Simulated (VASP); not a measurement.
# CoO (R-3m) in VASP: further runs

CoO is run at these levels: PBE+U; tasks: single point.

Everything below comes from runs of VASP 6.6.1. Logs are shortened: lines on timing, memory, paths and dates and some standing lists are left out, and cuts for length are marked.

## (1) The cell of the first run

The structure is trigonal, space group R-3m (No. 166). Conventional cell: a = 3.173 Å, b = 3.173 Å, c = 7.660 Å, α = 90.00°, β = 90.00°, γ = 120.00°. Within 3.0 Å of Co (site symmetry -3m) lie 6 O at 2.23 Å. O (site symmetry -3m) has 6 Co at 2.23 Å within 3.0 Å.

## (2) Single point, PBE+U, collinear spin, ferromagnetic start (11.13 Å³/atom)

File INCAR:

```
SYSTEM = CoO
PREC = Accurate ; ENCUT = 520
EDIFF = 1E-7 ; ISMEAR = 0
SIGMA = 0.02 ; LREAL = .False.
LASPH = .True. ; NELM = 150
ALGO = Normal ; ISIF = 2
LWAVE = .False. ; LCHARG = .True.
ISPIN = 2 ; MAGMOM = 2.88 0.24
LORBIT = 11 ; LMAXMIX = 4
LDAU = .True. ; LDAUTYPE = 2
LDAUL = 2 -1 ; LDAUU = 3.32 0
LDAUJ = 0 0 ; LDAUPRINT = 1
GGA = PE ; LELF = .True.
LVHAR = .True. ; NBANDS = 18
```

File KPOINTS:

```
Automatic mesh
0
Gamma
  12 12 12
  0 0 0
```

File POSCAR:

```
CoO
1.0
    1.5863535803      0.9158816666      2.5533504182
   -1.5863535803      0.9158816666      2.5533504182
    0.0000000000     -1.8317633332      2.5533504182
Co O
1 1
Direct
    0.0000000000      0.0000000000      0.0000000000
    0.5000000000      0.5000000000      0.5000000000
```

Potentials or basis: VASP PAW PBE potentials, release 64 (Co, O).

Run with:

```
cat potpaw_PBE.64/Co/POTCAR potpaw_PBE.64/O/POTCAR > POTCAR
mpirun -np 1 vasp_std > vasp.out
```

OUTCAR:

```text
SYSTEM = CoO
   PREC = Accurate
   ENCUT = 520
   EDIFF = 1E-7
   ISMEAR = 0
   LREAL = .False.
   LASPH = .True.
   NELM = 150
   ISIF = 2
   ISPIN = 2
   LORBIT = 11
   GGA = PE

 ion  position               nearest neighbor table
   1  0.000  0.000  0.000-   2 2.23   2 2.23   2 2.23   2 2.23   2 2.23   2 2.23
   2  0.500  0.500  0.500-   1 2.23   1 2.23   1 2.23   1 2.23   1 2.23   1 2.23

  LATTYP: Found a trigonal (rhomboedric) cell.
 ALAT       =     3.1424441550
 COS(alpha) =     0.4903232240

  Lattice vectors:

 A1 = (   1.5863535803,   0.9158816666,   2.5533504182)
 A2 = (  -1.5863535803,   0.9158816666,   2.5533504182)
 A3 = (   0.0000000000,  -1.8317633332,   2.5533504182)

Analysis of symmetry for initial positions (statically):
=====================================================================
 Subroutine PRICEL returns:
 Original cell was already a primitive cell.

 Routine SETGRP: Setting up the symmetry group for a
 trigonal (rhombohedral) supercell.

 Subroutine GETGRP returns: Found 12 space group operations
 (whereof 12 operations were pure point group operations)
 out of a pool of 12 trial point group operations.

The static configuration has the point symmetry D_3d.

Analysis of symmetry for dynamics (positions and initial velocities):
=====================================================================
 Subroutine PRICEL returns:
 Original cell was already a primitive cell.

 Routine SETGRP: Setting up the symmetry group for a
 trigonal (rhombohedral) supercell.

 Subroutine GETGRP returns: Found 12 space group operations
 (whereof 12 operations were pure point group operations)
 out of a pool of 12 trial point group operations.

The dynamic configuration has the point symmetry D_3d.

Analysis of structural, dynamic, and magnetic symmetry:
=====================================================================
 Subroutine PRICEL returns:
 Original cell was already a primitive cell.

 Routine SETGRP: Setting up the symmetry group for a
 trigonal (rhombohedral) supercell.

 Subroutine GETGRP returns: Found 12 space group operations
 (whereof 12 operations were pure point group operations)
 out of a pool of 12 trial point group operations.

The overall configuration has the point symmetry D_3d.

 Subroutine INISYM returns: Found 12 space group operations
 (whereof 12 operations are pure point group operations),
 and found     1 'primitive' translations

----------------------------------------------------------------------------------------

                                     Primitive cell

  volume of cell :      22.2588

  direct lattice vectors                    reciprocal lattice vectors
     1.586353580  0.915881667  2.553350418     0.315188244  0.181974018  0.130547429
    -1.586353580  0.915881667  2.553350418    -0.315188244  0.181974018  0.130547429
     0.000000000 -1.831763333  2.553350418     0.000000000 -0.363948036  0.130547429

  length of vectors
     3.142444155  3.142444155  3.142444155     0.386653338  0.386653338  0.386653338

  position of ions in fractional coordinates (direct lattice)
     0.000000000  0.000000000  0.000000000
     0.500000000  0.500000000  0.500000000

  ion indices of the primitive-cell ions
   primitive index   ion index
                 1           1
                 2           2

----------------------------------------------------------------------------------------

 KPOINTS: Automatic mesh

Automatic generation of k-mesh.
 Grid dimensions read from file:
 generate k-points for:   12   12   12

 Generating k-lattice:

  Cartesian coordinates                     Fractional coordinates (reciprocal lattice)
     0.026265687  0.015164501  0.010878952     0.083333333  0.000000000  0.000000000
[... 63 lines left out ...]
   IBRION =     -1    ionic relax: 0-MD 1-quasi-New 2-CG
   NFREE  =      0    steps in history (QN), initial steepest desc. (CG)
   ISIF   =      2    stress and relaxation
   ISYM   =      2    0-nonsym 1-usesym 2-fastsym
   POTIM  = 0.5000    time-step for ionic-motion
   TEBEG  =    0.0;   TEEND  =   0.0 temperature during run
   PSTRESS=    0.0 pullay stress
   NELECT =      15.0000    total number of electrons
   NUPDOWN=      -1.0000    fix difference up-down
   EMIN   =  10.00;   EMAX   =-10.00  energy-range for DOS
   EFERMI =   0.00;   METHOD = LEGACY
   ISMEAR =     0;   SIGMA  =   0.02  broadening in eV -4-tet -1-fermi 0-gaus
   EFERMI_NEDOS =   21; number of points for ismear=-14 and -15
   IALGO  =     38    algorithm
   IMIX   =      4    mixing-type and parameters
     AMIX     =   0.40;   BMIX     =  1.00
     AMIX_MAG =   1.60;   BMIX_MAG =  1.00
  volume/ion in A,a.u.               =      11.13        75.10
  Fermi-wavevector in a.u.,A,eV,Ry     =   1.435285  2.712296 28.028599  2.060044
  Thomas-Fermi vector in A             =   2.554601
   LORBIT       =     11    0 simple, 1 ext, 2 COOP (PROOUT), +10 PAW based schemes
 LDA+U is selected, type is set to LDAUTYPE =  2
   angular momentum for each species LDAUL =     2   -1
   U (eV)           for each species LDAUU =   3.3  0.0
   J (eV)           for each species LDAUJ =   0.0  0.0
   GGA     = PE    functional components
   LHFCALC =     F    Hartree Fock is set to
   AEXX    =    0.0000 exact exchange contribution
   IVDW    =     0    specifies the selected vdW correction
   LEPSILON=     F    determine dielectric tensor
   LRPA    =     F    only Hartree local field effects (RPA)
 spin polarized calculation
 Gauss-broadening in eV      SIGMA  =   0.02
  energy-cutoff  :      520.00
  volume of cell :       22.26
 maximum number of plane-waves:       611
   NGX = 11   NGY = 11   NGZ = 11

atom =   1  type =  1  l = 2

 onsite density matrix

spin component  1

  0.9768 -0.0000 -0.0000 -0.0146  0.0000
 -0.0000  0.9868  0.0000  0.0000 -0.0146
 -0.0000  0.0000  0.9643  0.0000 -0.0000
 -0.0146  0.0000  0.0000  0.9868 -0.0000
  0.0000 -0.0146 -0.0000 -0.0000  0.9768

spin component  2

  0.4751  0.0000 -0.0000  0.1209  0.0000
  0.0000  0.1429 -0.0000 -0.0000  0.1209
 -0.0000 -0.0000  0.9571  0.0000 -0.0000
  0.1209 -0.0000  0.0000  0.1429  0.0000
  0.0000  0.1209 -0.0000  0.0000  0.4751

 occupancies and eigenvectors

  o =  0.1035  v =  0.0000  0.0000  0.0000  0.0000  0.0000  0.0000 -0.9509  0.0000 -0.0000  0.3094      0.0000  0.0000  0.0000  0.0000  0.0000  0.0000  0.0000  0.0000  0.0000  0.0000
  o =  0.1035  v =  0.0000  0.0000  0.0000  0.0000  0.0000 -0.3094  0.0000 -0.0000  0.9509  0.0000      0.0000  0.0000  0.0000  0.0000  0.0000  0.0000  0.0000  0.0000  0.0000  0.0000
  o =  0.5144  v =  0.0000  0.0000  0.0000  0.0000  0.0000  0.0000 -0.3094 -0.0000  0.0000 -0.9509      0.0000  0.0000  0.0000  0.0000  0.0000  0.0000  0.0000  0.0000  0.0000  0.0000
  o =  0.5144  v =  0.0000  0.0000  0.0000  0.0000  0.0000 -0.9509 -0.0000  0.0000 -0.3094 -0.0000      0.0000  0.0000  0.0000  0.0000  0.0000  0.0000  0.0000  0.0000  0.0000  0.0000
  o =  0.9571  v =  0.0000  0.0000  0.0000  0.0000  0.0000  0.0000  0.0000 -1.0000 -0.0000  0.0000      0.0000  0.0000  0.0000  0.0000  0.0000  0.0000  0.0000  0.0000  0.0000  0.0000
  o =  0.9643  v = -0.0000  0.0000  1.0000 -0.0000  0.0000  0.0000  0.0000  0.0000  0.0000  0.0000      0.0000  0.0000  0.0000  0.0000  0.0000  0.0000  0.0000  0.0000  0.0000  0.0000
  o =  0.9664  v = -0.0000  0.5806 -0.0000 -0.0000  0.8142  0.0000  0.0000  0.0000  0.0000  0.0000      0.0000  0.0000  0.0000  0.0000  0.0000  0.0000  0.0000  0.0000  0.0000  0.0000
  o =  0.9664  v =  0.8142  0.0000 -0.0000  0.5806  0.0000  0.0000  0.0000  0.0000  0.0000  0.0000      0.0000  0.0000  0.0000  0.0000  0.0000  0.0000  0.0000  0.0000  0.0000  0.0000
  o =  0.9972  v = -0.0000 -0.8142 -0.0000  0.0000  0.5806  0.0000  0.0000  0.0000  0.0000  0.0000      0.0000  0.0000  0.0000  0.0000  0.0000  0.0000  0.0000  0.0000  0.0000  0.0000
  o =  0.9972  v = -0.5806  0.0000  0.0000  0.8142 -0.0000  0.0000  0.0000  0.0000  0.0000  0.0000      0.0000  0.0000  0.0000  0.0000  0.0000  0.0000  0.0000  0.0000  0.0000  0.0000

 number of electron      15.0000002 magnetization       2.9998340

 Free energy of the ion-electron system (eV)
  ---------------------------------------------------
  ext. energy  EPLUGINS =         0.00000000
  ---------------------------------------------------
  free energy    TOTEN  =       -11.29937624 eV

  energy without entropy =      -11.29906075  energy(sigma->0) =      -11.29921849

 E-fermi :   5.8979     XC(G=0): -11.5927

 val. band max:        5.8977575980   @ k =   0.2500   0.1667   0.0000
 cond. band min:       5.8997747938   @ k =  -0.2500   0.2500   0.1667
 fundamental gap:      0.0020171958
 Fermi energy:         5.8978763697

 spin component 1

 k-point     1 :       0.0000    0.0000    0.0000
  band No.  band energies     occupation
      1     -12.7934      1.00000
      2       1.0882      1.00000
      3       1.0882      1.00000
      4       1.3855      1.00000
      5       1.3855      1.00000
      6       2.0503      1.00000
[... 1001 lines left out ...]
     17      32.2553      0.00000
     18      33.5406      0.00000

 [... further k-points ...]

------------------------ aborting loop because EDIFF is reached ----------------------------------------

  FORCE on cell =-STRESS in cart. coord.  units (eV):
  Direction    XX          YY          ZZ          XY          YZ          ZX
  --------------------------------------------------------------------------------------
  -------------------------------------------------------------------------------------
  Total       -2.5856600     -2.5856600     -2.5777445      0.0000000     -0.0000000      0.0000000
  in kB     -186.1148265   -186.1148265   -185.5450740      0.0000000     -0.0000000      0.0000000
  external PRESSURE =    -185.9249090 kB  Pullay stress =       0.0000000 kB

 VOLUME and BASIS-vectors are now :
 -----------------------------------------------------------------------------
  energy-cutoff  :      520.00
  volume of cell :       22.26
      direct lattice vectors                 reciprocal lattice vectors
     1.586353580  0.915881667  2.553350418     0.315188244  0.181974018  0.130547429
    -1.586353580  0.915881667  2.553350418    -0.315188244  0.181974018  0.130547429
     0.000000000 -1.831763333  2.553350418     0.000000000 -0.363948036  0.130547429

 POSITION                                       TOTAL-FORCE (eV/Angst)
 -----------------------------------------------------------------------------------
      0.00000      0.00000      0.00000        -0.000000      0.000000     -0.000000
      0.00000      0.00000      3.83003         0.000000     -0.000000      0.000000
 -----------------------------------------------------------------------------------
    total drift:                               -0.000000      0.000000     -0.000000

  FREE ENERGIE OF THE ION-ELECTRON SYSTEM (eV)
  ---------------------------------------------------
  free  energy   TOTEN  =       -11.2993762386 eV

  energy  without entropy=      -11.2990607465  energy(sigma->0) =      -11.29921849

 total charge

# of ion       s       p       d       tot
------------------------------------------
    1        0.264   0.279   7.065   7.608
    2        1.555   3.376   0.000   4.931
--------------------------------------------------
tot          1.819   3.655   7.065  12.538

 magnetization (x)

# of ion       s       p       d       tot
------------------------------------------
    1        0.020   0.014   2.697   2.732
    2        0.019   0.218   0.000   0.237
--------------------------------------------------
tot          0.039   0.233   2.697   2.969
```

Wall time 4.4 min (1 thread of Intel Xeon 8259CL, shared host); peak memory 0.24 GiB.

Results:

| Item | Value |
| --- | --- |
| Free energy | -11.2994 eV |
| Pressure | -18.6 GPa |
| Band gap on the k mesh | zero (filled and empty bands overlap) |
| Net moment | 3.00 μB per cell |
| Site moments | Co +2.73; O +0.24 μB |
| Valence electrons inside the program's atomic spheres | Co 7.61; O 4.93 |

Eigenvalues of the final occupation matrices:
| site | spin | trace | eigenvalues |
| --- | --- | --- | --- |
| site 1 d | 1 | 4.89 | 0.96 0.97 0.97 1.00 1.00 |
| site 1 d | 2 | 2.19 | 0.10 0.10 0.51 0.51 0.96 |

Caveat: the cell stands under tension; a cell with one magnetic atom can't hold antiferromagnetic order, which such compounds often take.

## (3) Single point, PBE+U, collinear spin, ferromagnetic start

This run uses another cell than the first one, of 10.12 Å³/atom.

File POSCAR:

```
CoO
1.0
    1.5367472031      0.8872414114      2.4735053790
   -1.5367472031      0.8872414114      2.4735053790
    0.0000000000     -1.7744828228      2.4735053790
Co O
1 1
Direct
    0.0000000000      0.0000000000      0.0000000000
    0.5000000000      0.5000000000      0.5000000000
```

File INCAR.step1:

```
SYSTEM = CoO
ALGO = Normal ; EDIFF = 1E-6
ENCUT = 520 ; GGA = PE
ISIF = 2 ; ISMEAR = 0
ISPIN = 2 ; LASPH = .True.
LCHARG = .True. ; LDAU = .True.
LDAUJ = 0 0 ; LDAUL = 2 -1
LDAUPRINT = 1 ; LDAUTYPE = 2
LDAUU = 3.32 0 ; LMAXMIX = 4
LREAL = .False. ; LWAVE = .False.
MAGMOM = 2.88 0.24 ; NBANDS = 18
NELM = 150 ; PREC = Accurate
SIGMA = 0.02
```

File KPOINTS.step1:

```
k-points
0
Gamma
  12 12 12
  0 0 0
```

File INCAR.step2:

```
SYSTEM = CoO
ALGO = Normal ; EDIFF = 1E-6
ENCUT = 520 ; GGA = PE
ICHARG = 11 ; ISIF = 2
ISMEAR = -5 ; ISPIN = 2
LASPH = .True. ; LCHARG = .False.
LDAU = .True. ; LDAUJ = 0 0
LDAUL = 2 -1 ; LDAUPRINT = 1
LDAUTYPE = 2 ; LDAUU = 3.32 0
LMAXMIX = 4 ; LORBIT = 11
LREAL = .False. ; LWAVE = .False.
MAGMOM = 2.88 0.24 ; NBANDS = 18
NEDOS = 2001 ; NELM = 150
PREC = Accurate ; SIGMA = 0.02
```

File KPOINTS.step2:

```
k-points
0
Gamma
  18 18 18
  0 0 0
```

Potentials or basis: VASP PAW PBE potentials, release 64 (Co, O).

Run with:

```
cat potpaw_PBE.64/Co/POTCAR potpaw_PBE.64/O/POTCAR > POTCAR
cp INCAR.step1 INCAR
cp KPOINTS.step1 KPOINTS
mpirun -np 1 vasp_std > vasp.out
cp INCAR.step2 INCAR
cp KPOINTS.step2 KPOINTS
mpirun -np 1 vasp_std > vasp.out
```

It took 8.1 min on 1 thread of Intel Xeon 8259CL, shared host; peak memory 0.4 GiB.

The run converged. Its results:

| Quantity | Value |
| --- | --- |
| Net moment | 3.00 μB per cell |
| Site moments | Co +2.73; O +0.25 μB |
| Valence electrons inside the program's atomic spheres | Co 7.73; O 4.98 |

Levels at points of the mesh, in eV from the Fermi level:
Spin up:
| k point | band 6 | band 7 | band 8 | band 9 | band 10 | band 11 | band 12 | band 13 |
| --- | --- | --- | --- | --- | --- | --- | --- | --- |
| (0.00, 0.00, 0.00) | -3.93 | -2.59 | -2.59 | -2.47 | 1.01 | 16.91 | 16.91 | 16.93 |
| (0.50, 0.00, 0.00) | -3.55 | -3.04 | -0.54 | -0.50 | 5.21 | 9.10 | 13.26 | 13.51 |
| (0.50, 0.50, 0.00) | -3.83 | -3.79 | -3.67 | -3.29 | 5.70 | 9.84 | 10.93 | 15.33 |
| (0.50, 0.50, 0.50) | -4.09 | -2.54 | -0.52 | -0.52 | 5.14 | 9.30 | 13.06 | 13.06 |
Spin down:
```csv
k point,band 2,band 3,band 4,band 5,band 6,band 7,band 8,band 9,band 10,band 11
"(0.00, 0.00, 0.00)",-2.48,-2.11,-2.11,-2.02,-0.82,-0.82,1.55,1.56,1.56,16.80
"(0.50, 0.00, 0.00)",-6.94,-3.91,-3.67,-1.45,-0.01,0.50,3.68,3.79,5.49,9.91
"(0.50, 0.50, 0.00)",-5.76,-3.34,-3.23,-2.68,-0.53,0.24,2.10,2.29,6.67,10.26
"(0.50, 0.50, 0.50)",-7.12,-3.94,-3.94,-1.12,0.40,0.40,3.68,3.68,5.42,10.04
```

Eigenvalues of the final occupation matrices:
| site | spin | trace | eigenvalues |
| --- | --- | --- | --- |
| site 1 d | 1 | 4.91 | 0.97 0.97 0.97 1.01 1.01 |
| site 1 d | 2 | 2.22 | 0.12 0.12 0.51 0.51 0.96 |

Caveat: a cell with one magnetic atom can't hold antiferromagnetic order, which such compounds often take.
